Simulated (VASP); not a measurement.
The system is Hf.

```xyz
2
Lattice="3.2000 0.0000 0.0000 -1.6000 2.7713 0.0000 0.0000 0.0000 5.0624" Properties=species:S:1:pos:R:3 pbc="T T T"
Hf    0.0000    1.8475    3.7968
Hf    1.6000    0.9238    1.2656
```

```yaml
Program: VASP 6.6.1
Task: relaxation of cell and atoms
Functional: LDA
Potentials_or_basis: VASP PAW LDA potentials, release 64 (Hf_pv)
Cutoff: 600 eV
k_mesh: 16 × 16 × 8
Occupations: gaussian, width 0.05 eV
Spin: no spin polarisation
```

At the start: pressure -7.9 GPa; volume 22.45 Å³/atom.

Q: How do energy, volume and symmetry change on relaxing?

A: Over 4 steps the energy falls by 42.1 meV/atom and the volume is 20.83 Å³/atom (-7.2 %); space group P6_3/mmc (No. 194, to 0.05 Å).

The path:
```
step  energy change (eV)  largest force (eV/Å)  pressure (GPa)  volume (Å³)
   1              0.0000                0.0000           -7.90        44.89
   2              0.0501                0.0000           12.88        38.08
   3             -0.0841                0.0000           -0.23        41.73
   4             -0.0842                0.0000           -0.01        41.66
```

Final structure:
```
CELL_PARAMETERS angstrom
3.12256 0.00000 0.00000
-1.56128 2.70421 0.00000
0.00000 0.00000 4.93334
ATOMIC_POSITIONS crystal
Hf 0.33333 0.66667 0.75000
Hf 0.66667 0.33333 0.25000
```
